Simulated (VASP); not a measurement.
# TiC (rocksalt type) (Fm-3m) in VASP: further runs, part 2 of 2

VASP 6.6.1. Earlier steps stand in the parts before.

## 3. Density of states, PBE

This run uses another cell than the first one, of 10.17 Å³/atom, 0.952 times its volume.

POSCAR reads:

```
TiC
1.0
    0.0000000000      2.1664481580      2.1664481580
    2.1664481580      0.0000000000      2.1664481580
    2.1664481580      2.1664481580      0.0000000000
Ti C
1 1
Direct
    0.0000000000      0.0000000000      0.0000000000
    0.5000000000      0.5000000000      0.5000000000
```

INCAR.step1 reads:

```
ALGO = Normal
EDIFF = 1E-6
ENCUT = 520
GGA = PE
ISIF = 2
ISMEAR = -1
LASPH = True
LCHARG = True
LMAXMIX = 4
LREAL = False
LWAVE = False
NBANDS = 15
NELM = 60
PREC = Accurate
SIGMA = 0.03
```

KPOINTS.step1 reads:

```
k-points
0
Gamma
  14 14 14
```

INCAR.step2 reads:

```
ALGO = Normal
EDIFF = 1E-6
ENCUT = 520
GGA = PE
ICHARG = 11
ISIF = 2
ISMEAR = -5
LASPH = True
LCHARG = False
LMAXMIX = 4
LORBIT = 11
LREAL = False
LWAVE = False
NEDOS = 1001
NELM = 60
PREC = Accurate
SIGMA = 0.03
```

KPOINTS.step2 reads:

```
k-points
0
Gamma
  21 21 21
```

Potentials or basis: VASP PAW PBE potentials, release 64 (Ti_sv, C).

Launch:

```sh
$ cat potpaw_PBE.64/Ti_sv/POTCAR potpaw_PBE.64/C/POTCAR > POTCAR
$ cp INCAR.step1 INCAR
$ cp KPOINTS.step1 KPOINTS
$ mpirun -np 1 vasp_std > vasp.out
$ cp INCAR.step2 INCAR
$ cp KPOINTS.step2 KPOINTS
$ mpirun -np 1 vasp_std > vasp.out
```

OUTCAR:

```text
EDIFF = 1E-6
   ENCUT = 520
   GGA = PE
   ICHARG = 11
   ISIF = 2
   ISMEAR = -5
   LASPH = True
   LORBIT = 11
   LREAL = False
   NELM = 60
   PREC = Accurate

 ion  position               nearest neighbor table
   1  0.000  0.000  0.000-   2 2.17   2 2.17   2 2.17   2 2.17   2 2.17   2 2.17
   2  0.500  0.500  0.500-   1 2.17   1 2.17   1 2.17   1 2.17   1 2.17   1 2.17

  LATTYP: Found a face centered cubic cell.
 ALAT       =     4.3328963160

  Lattice vectors:

 A1 = (   0.0000000000,   2.1664481580,   2.1664481580)
 A2 = (   2.1664481580,   0.0000000000,   2.1664481580)
 A3 = (   2.1664481580,   2.1664481580,   0.0000000000)

Analysis of symmetry for initial positions (statically):
=====================================================================
 Subroutine PRICEL returns:
 Original cell was already a primitive cell.

 Routine SETGRP: Setting up the symmetry group for a
 face centered cubic supercell.

 Subroutine GETGRP returns: Found 48 space group operations
 (whereof 48 operations were pure point group operations)
 out of a pool of 48 trial point group operations.

The static configuration has the point symmetry O_h .

Analysis of symmetry for dynamics (positions and initial velocities):
=====================================================================
 Subroutine PRICEL returns:
 Original cell was already a primitive cell.

 Routine SETGRP: Setting up the symmetry group for a
 face centered cubic supercell.

 Subroutine GETGRP returns: Found 48 space group operations
 (whereof 48 operations were pure point group operations)
 out of a pool of 48 trial point group operations.

The dynamic configuration has the point symmetry O_h .

 Subroutine INISYM returns: Found 48 space group operations
 (whereof 48 operations are pure point group operations),
 and found     1 'primitive' translations

----------------------------------------------------------------------------------------

                                     Primitive cell

  volume of cell :      20.3364
[... 122 lines left out ...]
 non-spin polarized calculation
 Fermi weights with tetrahedron method with Bloechl corrections
  energy-cutoff  :      520.00
  volume of cell :       20.34
 maximum number of plane-waves:       560

 number of electron      16.0000000 magnetization

 Free energy of the ion-electron system (eV)
  ---------------------------------------------------
  ext. energy  EPLUGINS =         0.00000000
  ---------------------------------------------------
  free energy    TOTEN  =       -18.70937204 eV

  energy without entropy =      -18.70937204  energy(sigma->0) =      -18.70937204

 E-fermi :   9.4203     XC(G=0): -12.6924

 val. band max:        9.5334567900   @ k =  -0.0476   0.0476   0.0000
 cond. band min:       9.4180245227   @ k =   0.4762   0.4286   0.0000
 fundamental gap:     -0.1154322673
 Fermi energy:         9.4202661361

 k-point     1 :       0.0000    0.0000    0.0000
  band No.  band energies     occupation
      1     -47.1916      2.00000
      2     -23.2162      2.00000
      3     -23.2162      2.00000
      4     -23.2162      2.00000
      5      -2.9910      2.00000
      6      10.0936      0.00000
      7      10.0936      0.00000
      8      10.0936      0.00000
      9      11.0776      0.00000
     10      11.0776      0.00000
     11      11.0776      0.00000
     12      11.1110      0.00000
[... 331 lines left out ...]
 k-point    24 :      -0.3810    0.0476    0.0000
  band No.  band energies     occupation
      1     -47.1258      2.00000
      2     -23.6584      2.00000
      3     -23.2713      2.00000
      4     -23.2566      2.00000
      5      -0.1478      2.00000
      6       4.3786      2.00000
      7       6.6824      2.00000
      8       6.7659      2.00000
      9      11.9445      0.00000
     10      12.1276      0.00000
     11      13.1246      0.00000
     12      16.6776      0.00000

 [... further k-points ...]
[... 5 lines left out ...]
  --------------------------------------------------------------------------------------
  -------------------------------------------------------------------------------------
  Total        0.0263175      0.0263175      0.0263175      0.0000000      0.0000000     -0.0000000
  in kB        2.0733875      2.0733875      2.0733875      0.0000000      0.0000000     -0.0000000
  external PRESSURE =       2.0733875 kB  Pullay stress =       0.0000000 kB

 VOLUME and BASIS-vectors are now :
 -----------------------------------------------------------------------------
  energy-cutoff  :      520.00
  volume of cell :       20.34
      direct lattice vectors                 reciprocal lattice vectors
     0.000000000  2.166448158  2.166448158    -0.230792506  0.230792506  0.230792506
     2.166448158  0.000000000  2.166448158     0.230792506 -0.230792506  0.230792506
     2.166448158  2.166448158  0.000000000     0.230792506  0.230792506 -0.230792506

 POSITION                                       TOTAL-FORCE (eV/Angst)
 -----------------------------------------------------------------------------------
      0.00000      0.00000      0.00000         0.000000     -0.000000      0.000000
      2.16645      2.16645      2.16645         0.000000      0.000000     -0.000000
 -----------------------------------------------------------------------------------
    total drift:                                0.000000     -0.000000     -0.000000

  FREE ENERGIE OF THE ION-ELECTRON SYSTEM (eV)
  ---------------------------------------------------
  free  energy   TOTEN  =       -18.7093720417 eV

  energy  without entropy=      -18.7093720417  energy(sigma->0) =      -18.70937204

 total charge

# of ion       s       p       d       tot
------------------------------------------
    1        2.198   6.246   1.951  10.395
    2        0.896   1.504   0.000   2.400
--------------------------------------------------
tot          3.095   7.749   1.951  12.795
```

OUTCAR.step1:

```text
EDIFF = 1E-6
   ENCUT = 520
   GGA = PE
   ISIF = 2
   ISMEAR = -1
[... 652 lines left out ...]
 -----------------------------------------------------------------------------------
      0.00000      0.00000      0.00000         0.000000      0.000000      0.000000
      2.16645      2.16645      2.16645        -0.000000     -0.000000      0.000000
 -----------------------------------------------------------------------------------
    total drift:                                0.000000     -0.000000     -0.000000

  FREE ENERGIE OF THE ION-ELECTRON SYSTEM (eV)
  ---------------------------------------------------
  free  energy   TOTEN  =       -18.7095596250 eV

  energy  without entropy=      -18.7086630010  energy(sigma->0) =      -18.70911131
```

OSZICAR.step1:

```text
N       E                     dE             d eps       ncg     rms          rms(c)
DAV:   1     0.117570527202E+03    0.11757E+03   -0.79159E+03  3120   0.127E+03
DAV:   2    -0.168766054494E+02   -0.13445E+03   -0.12614E+03  3330   0.334E+02
DAV:   3    -0.241149095294E+02   -0.72383E+01   -0.71396E+01  4176   0.768E+01
DAV:   4    -0.243194731408E+02   -0.20456E+00   -0.20442E+00  3775   0.120E+01
DAV:   5    -0.243250324610E+02   -0.55593E-02   -0.55587E-02  4132   0.169E+00    0.187E+01
DAV:   6    -0.193346041641E+02    0.49904E+01   -0.11830E+01  4437   0.563E+01    0.695E+00
DAV:   7    -0.187468672605E+02    0.58774E+00   -0.21803E+00  3633   0.209E+01    0.499E+00
DAV:   8    -0.187224112691E+02    0.24456E-01   -0.10685E-01  3534   0.344E+00    0.347E+00
DAV:   9    -0.187132772947E+02    0.91340E-02   -0.98063E-02  4214   0.439E+00    0.757E-01
DAV:  10    -0.187116908932E+02    0.15864E-02   -0.12102E-02  4100   0.142E+00    0.643E-01
DAV:  11    -0.187097297524E+02    0.19611E-02   -0.27055E-03  3624   0.737E-01    0.202E-01
DAV:  12    -0.187095691228E+02    0.16063E-03   -0.32074E-04  4116   0.244E-01    0.431E-02
DAV:  13    -0.187095594682E+02    0.96546E-05   -0.51678E-05  3568   0.662E-02    0.590E-03
DAV:  14    -0.187095596250E+02   -0.15684E-06   -0.12772E-06  2965   0.113E-02
   1 F= -.18709560E+02 E0= -.18709111E+02  d E =-.896624E-03
```

It took 24 s on 1 thread of Intel Xeon 6975P-C (Granite Rapids), shared host; peak memory 0.19 GiB.

What came out:

- Valence electrons inside the program's atomic spheres: Ti 10.39; C 2.40

Caveat: tetrahedron occupations give inexact forces and stress in metals.
